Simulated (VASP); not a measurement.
# Tl (Im-3m) in VASP: further runs, part 2 of 2

VASP 6.6.1. Earlier steps stand in the parts before.

### Step 5. Single point, revPBE (volume scaled by 1.12)

The input, INCAR:

```
PREC = Accurate
ENCUT = 520
EDIFF = 1E-6
ISMEAR = -1
SIGMA = 0.1
LREAL = False
LASPH = True
NELM = 80
ALGO = Normal
ISIF = 2
LWAVE = False
LCHARG = False
GGA = RE
NBANDS = 12
```

The input, KPOINTS:

```
Automatic mesh
0
Gamma
  12 12 12
```

The input, POSCAR:

```
Tl
1.0
   -2.0999513984      2.0999513984      2.0999513984
    2.0999513984     -2.0999513984      2.0999513984
    2.0999513984      2.0999513984     -2.0999513984
Tl
1
Direct
    0.0000000000      0.0000000000      0.0000000000
```

Potentials or basis: VASP PAW PBE potentials, release 64 (Tl_d).

The run is started by

```sh
> cat potpaw_PBE.64/Tl_d/POTCAR > POTCAR
> mpirun -np 1 vasp_std > vasp.out
```

OUTCAR:

```text
PREC = Accurate
   ENCUT = 520
   EDIFF = 1E-6
   ISMEAR = -1
   LREAL = False
   LASPH = True
   NELM = 80
   ISIF = 2
   GGA = RE

 ion  position               nearest neighbor table
   1  0.000  0.000  0.000-

  LATTYP: Found a body centered cubic cell.
 ALAT       =     4.1999027968

  Lattice vectors:

 A1 = (  -2.0999513984,   2.0999513984,   2.0999513984)
 A2 = (   2.0999513984,  -2.0999513984,   2.0999513984)
 A3 = (   2.0999513984,   2.0999513984,  -2.0999513984)

Analysis of symmetry for initial positions (statically):
=====================================================================
 Subroutine PRICEL returns:
 Original cell was already a primitive cell.

 Routine SETGRP: Setting up the symmetry group for a
 body centered cubic supercell.

 Subroutine GETGRP returns: Found 48 space group operations
 (whereof 48 operations were pure point group operations)
 out of a pool of 48 trial point group operations.

The static configuration has the point symmetry O_h .

Analysis of symmetry for dynamics (positions and initial velocities):
=====================================================================
 Subroutine PRICEL returns:
 Original cell was already a primitive cell.

 Routine SETGRP: Setting up the symmetry group for a
 body centered cubic supercell.

 Subroutine GETGRP returns: Found 48 space group operations
 (whereof 48 operations were pure point group operations)
 out of a pool of 48 trial point group operations.

The dynamic configuration has the point symmetry O_h .

 Subroutine INISYM returns: Found 48 space group operations
 (whereof 48 operations are pure point group operations),
 and found     1 'primitive' translations

----------------------------------------------------------------------------------------

                                     Primitive cell

  volume of cell :      37.0414

  direct lattice vectors                    reciprocal lattice vectors
    -2.099951398  2.099951398  2.099951398     0.000000000  0.238100749  0.238100749
     2.099951398 -2.099951398  2.099951398     0.238100749  0.000000000  0.238100749
     2.099951398  2.099951398 -2.099951398     0.238100749  0.238100749  0.000000000

  length of vectors
     3.637222515  3.637222515  3.637222515     0.336725308  0.336725308  0.336725308

  position of ions in fractional coordinates (direct lattice)
     0.000000000  0.000000000  0.000000000

  ion indices of the primitive-cell ions
   primitive index   ion index
                 1           1

----------------------------------------------------------------------------------------

 KPOINTS: Automatic mesh

Automatic generation of k-mesh.
 Grid dimensions read from file:
 generate k-points for:   12   12   12

 Generating k-lattice:

  Cartesian coordinates                     Fractional coordinates (reciprocal lattice)
     0.000000000  0.019841729  0.019841729     0.083333333  0.000000000  0.000000000
     0.019841729  0.000000000  0.019841729     0.000000000  0.083333333  0.000000000
     0.019841729  0.019841729  0.000000000     0.000000000  0.000000000  0.083333333

  Length of vectors
     0.028060442  0.028060442  0.028060442

  Shift w.r.t. Gamma in fractional coordinates (k-lattice)
     0.000000000  0.000000000  0.000000000

 Subroutine IBZKPT returns following result:
 ===========================================

 Found     72 irreducible k-points:

 Following reciprocal coordinates:
            Coordinates               Weight
  0.000000  0.000000  0.000000      1.000000
  0.083333  0.000000  0.000000     12.000000
  0.166667  0.000000  0.000000     12.000000
  0.250000  0.000000  0.000000     12.000000
  0.333333  0.000000  0.000000     12.000000
  0.416667  0.000000  0.000000     12.000000
[... 16 lines left out ...]
  0.333333  0.083333  0.083333     24.000000
  0.416667  0.083333  0.083333     12.000000
 [... further k-points ...]
   k-points           NKPTS =     72   k-points in BZ     NKDIM =     72   number of bands    NBANDS=     12
   number of dos      NEDOS =    301   number of ions     NIONS =      1
   total plane-waves  NPLWV =  21952
   dimension x,y,z NGX =    28 NGY =   28 NGZ =   28
   dimension x,y,z NGXF=    56 NGYF=   56 NGZF=   56
   ions per type =               1
   NGX,Y,Z   is equivalent  to a cutoff of  12.80, 12.80, 12.80 a.u.
   NGXF,Y,Z  is equivalent  to a cutoff of  25.60, 25.60, 25.60 a.u.
 SYSTEM =  unknown system
   PREC   = accura    normal or accurate (medium, high low for compatibility)
   ISTART =      0    job   : 0-new  1-cont  2-samecut
   ICHARG =      2    charge: 1-file 2-atom 10-const
   ISPIN  =      1    spin polarized calculation?
   LNONCOLLINEAR =      F non collinear calculations
   LSORBIT =      F    spin-orbit coupling
   LASPH  =      T    aspherical Exc in radial PAW
   ENCUT  =  520.0 eV  38.22 Ry    6.18 a.u.   6.76  6.76  6.76*2*pi/ulx,y,z
   NELM   =     80;   NELMIN=  2; NELMDL= -5     # of ELM steps
   EDIFF  = 0.1E-05   stopping-criterion for ELM
   LREAL  =      F    real-space projection
   EDIFFG = 0.1E-04   stopping-criterion for IOM
   NSW    =      0    number of steps for IOM
   IBRION =     -1    ionic relax: 0-MD 1-quasi-New 2-CG
   NFREE  =      0    steps in history (QN), initial steepest desc. (CG)
   ISIF   =      2    stress and relaxation
   ISYM   =      2    0-nonsym 1-usesym 2-fastsym
   POTIM  = 0.5000    time-step for ionic-motion
   TEBEG  =    0.0;   TEEND  =   0.0 temperature during run
   PSTRESS=    0.0 pullay stress
   NELECT =      13.0000    total number of electrons
   NUPDOWN=      -1.0000    fix difference up-down
   EMIN   =  10.00;   EMAX   =-10.00  energy-range for DOS
   EFERMI =   0.00;   METHOD = LEGACY
   ISMEAR =    -1;   SIGMA  =   0.10  broadening in eV -4-tet -1-fermi 0-gaus
   EFERMI_NEDOS =   21; number of points for ismear=-14 and -15
   IALGO  =     38    algorithm
   IMIX   =      4    mixing-type and parameters
     AMIX     =   0.40;   BMIX     =  1.00
     AMIX_MAG =   1.60;   BMIX_MAG =  1.00
  volume/ion in A,a.u.               =      37.04       249.97
  Fermi-wavevector in a.u.,A,eV,Ry     =   1.154764  2.182188 18.143107  1.333481
  Thomas-Fermi vector in A             =   2.291398
   LORBIT       =      0    0 simple, 1 ext, 2 COOP (PROOUT), +10 PAW based schemes
   GGA     = RE    functional components
   LHFCALC =     F    Hartree Fock is set to
   AEXX    =    0.0000 exact exchange contribution
   IVDW    =     0    specifies the selected vdW correction
   LEPSILON=     F    determine dielectric tensor
   LRPA    =     F    only Hartree local field effects (RPA)
 non-spin polarized calculation
  energy-cutoff  :      520.00
  volume of cell :       37.04
 maximum number of plane-waves:      1012
   NGX = 13   NGY = 13   NGZ = 13

 number of electron      12.9999996 magnetization

 Free energy of the ion-electron system (eV)
  ---------------------------------------------------
  ext. energy  EPLUGINS =         0.00000000
  ---------------------------------------------------
  free energy    TOTEN  =        -1.88110661 eV

  energy without entropy =       -1.85700368  energy(sigma->0) =       -1.86905514

 E-fermi :   4.3545     XC(G=0):  -8.8552

 val. band max:        4.3256925393   @ k =  -0.4167   0.5000   0.2500
 cond. band min:       4.3609216412   @ k =  -0.4167   0.4167   0.2500
 fundamental gap:      0.0352291019
 Fermi energy:         4.3544525356

 k-point     1 :       0.0000    0.0000    0.0000
  band No.  band energies     occupation
      1      -7.1644      2.00000
      2      -7.1644      2.00000
      3      -7.1644      2.00000
      4      -6.9405      2.00000
      5      -6.9405      2.00000
      6      -4.2060      2.00000
      7      12.6843      0.00000
      8      12.6844      0.00000
      9      12.6844      0.00000
     10      15.8881      0.00000
     11      15.9467      0.00000
     12      15.9467      0.00000

 k-point     2 :       0.0833    0.0000    0.0000
  band No.  band energies     occupation
      1      -7.1703      2.00000
      2      -7.1586      2.00000
      3      -7.1410      2.00000
      4      -6.9469      2.00000
      5      -6.9408      2.00000
      6      -4.0837      2.00000
      7      11.3996      0.00000
      8      12.2873      0.00000
      9      12.5172      0.00000
     10      15.1194      0.00000
     11      15.6354      0.00000
     12      15.8143      0.00000
[... 316 lines left out ...]
 k-point    24 :       0.4167    0.0833    0.0833
  band No.  band energies     occupation
      1      -7.2334      2.00000
      2      -7.1671      2.00000
      3      -6.9509      2.00000
      4      -6.9434      2.00000
      5      -6.8419      2.00000
      6      -0.7206      2.00000
      7       2.8170      2.00000
      8       7.6286      0.00000
      9       9.1000      0.00000
     10      14.6186      0.00000
     11      15.7879      0.00000
     12      18.7218      0.00000

 [... further k-points ...]
[... 5 lines left out ...]
  --------------------------------------------------------------------------------------
  -------------------------------------------------------------------------------------
  Total       -0.4184057     -0.4184057     -0.4184057     -0.0000000     -0.0000000      0.0000000
  in kB      -18.0975792    -18.0975792    -18.0975792     -0.0000000     -0.0000000      0.0000000
  external PRESSURE =     -18.0975792 kB  Pullay stress =       0.0000000 kB

 VOLUME and BASIS-vectors are now :
 -----------------------------------------------------------------------------
  energy-cutoff  :      520.00
  volume of cell :       37.04
      direct lattice vectors                 reciprocal lattice vectors
    -2.099951398  2.099951398  2.099951398     0.000000000  0.238100749  0.238100749
     2.099951398 -2.099951398  2.099951398     0.238100749  0.000000000  0.238100749
     2.099951398  2.099951398 -2.099951398     0.238100749  0.238100749  0.000000000

 POSITION                                       TOTAL-FORCE (eV/Angst)
 -----------------------------------------------------------------------------------
      0.00000      0.00000      0.00000         0.000000      0.000000      0.000000
 -----------------------------------------------------------------------------------
    total drift:                               -0.000000     -0.000000     -0.000000

  FREE ENERGIE OF THE ION-ELECTRON SYSTEM (eV)
  ---------------------------------------------------
  free  energy   TOTEN  =        -1.8811066142 eV

  energy  without entropy=       -1.8570036756  energy(sigma->0) =       -1.86905514
```

stdout:

```text
POSCAR found type information on POSCAR Tl
 POSCAR found :  1 types and       1 ions
 scaLAPACK will be used
 -----------------------------------------------------------------------------
|                                                                             |
|                                                                             |
|     You enforced a specific xc type in the INCAR file but a different       |
|     I HOPE YOU KNOW WHAT YOU ARE DOING!                                     |
|                                                                             |
 -----------------------------------------------------------------------------

 LDA part: xc-table for (Slater+PW92), standard interpolation
 POSCAR, INCAR and KPOINTS ok, starting setup
 FFT: planning ... GRIDC
 FFT: planning ... GRID_SOFT
 FFT: planning ... GRID
 WAVECAR not read
 entering main loop
```

It took 20 s on 1 thread of Intel Xeon Platinum 8375C at 2.90GHz (Ice Lake), shared host; peak memory 0.17 GiB.

What came out:

```yaml
Free_energy: -1.8811 eV
Pressure: -1.8 GPa
```

Caveat: the PAW data sets were made with another functional, which shifts forces and pressure a little; spin-orbit coupling is left out, which moves the levels of the heavy elements.

### Step 6. Single point, revPBE

The input, INCAR:

```
SYSTEM = Tl
PREC = Accurate ; ENCUT = 520
EDIFF = 1E-6 ; ISMEAR = -1
SIGMA = 0.1 ; LREAL = .False.
LASPH = .True. ; NELM = 60
ALGO = Normal ; ISIF = 2
LWAVE = .False. ; LCHARG = .True.
GGA = RE ; LELF = .True.
LVHAR = .True. ; NBANDS = 12
```

The input, KPOINTS:

```
regular mesh
0
Gamma
  18 18 18
  0 0 0
```

The input, POSCAR:

```
Tl
1.0
   -2.0221028250      2.0221028250      2.0221028250
    2.0221028250     -2.0221028250      2.0221028250
    2.0221028250      2.0221028250     -2.0221028250
Tl
1
Direct
    0.0000000000      0.0000000000      0.0000000000
```

Potentials or basis: VASP PAW PBE potentials, release 64 (Tl_d).

The run is started by

```sh
> cat potpaw_PBE.64/Tl_d/POTCAR > POTCAR
> mpirun -np 1 vasp_std > vasp.out
```

It took 43 s on 1 thread of Intel Xeon Platinum 8375C at 2.90GHz (Ice Lake), shared host; peak memory 0.21 GiB.

The run converged. Its results:

| Item | Value |
| --- | --- |
| Free energy | -1.9064 eV |
| Pressure | -0.1 GPa |

Levels at points of the mesh, in eV from the Fermi level:
```tsv
k point	band 3	band 4	band 5	band 6	band 7	band 8	band 9	band 10
(0.00, 0.00, 0.00)	-11.60	-11.30	-11.30	-9.17	9.34	9.34	9.34	11.92
(0.50, 0.00, 0.00)	-11.32	-11.30	-11.10	-5.14	-2.23	5.20	6.62	8.97
(0.50, 0.50, 0.50)	-11.15	-11.15	-11.15	-2.40	1.41	1.41	1.41	6.01
```

Caveat: the PAW data sets were made with another functional, which shifts forces and pressure a little; spin-orbit coupling is left out, which moves the levels of the heavy elements.

### Step 7. Summary

```tsv
cell	k mesh	gap on the mesh (eV)	pressure (GPa)
a = 3.502 Å, angles 109.5°, 1 atom	12 × 12 × 12	none	-0.1
a = 3.548 Å, angles 109.5°, 1 atom	12 × 12 × 12	none	-0.8
a = 3.593 Å, angles 109.5°, 1 atom	12 × 12 × 12	none	-1.4
a = 3.637 Å, angles 109.5°, 1 atom	12 × 12 × 12	none	-1.8
a = 3.502 Å, angles 109.5°, 1 atom	18 × 18 × 18	none	-0.1
```

Alike in all rows: task single point; level revPBE; potentials or basis VASP PAW PBE potentials, release 64 (Tl_d); no spin polarisation; cutoff (eV) 520; smearing fermi-dirac 0.1 eV.

Caveats: the PAW data sets were made with another functional, which shifts forces and pressure a little; spin-orbit coupling is left out, which moves the levels of the heavy elements.

Absolute energies hang on the potentials; compare differences alone.
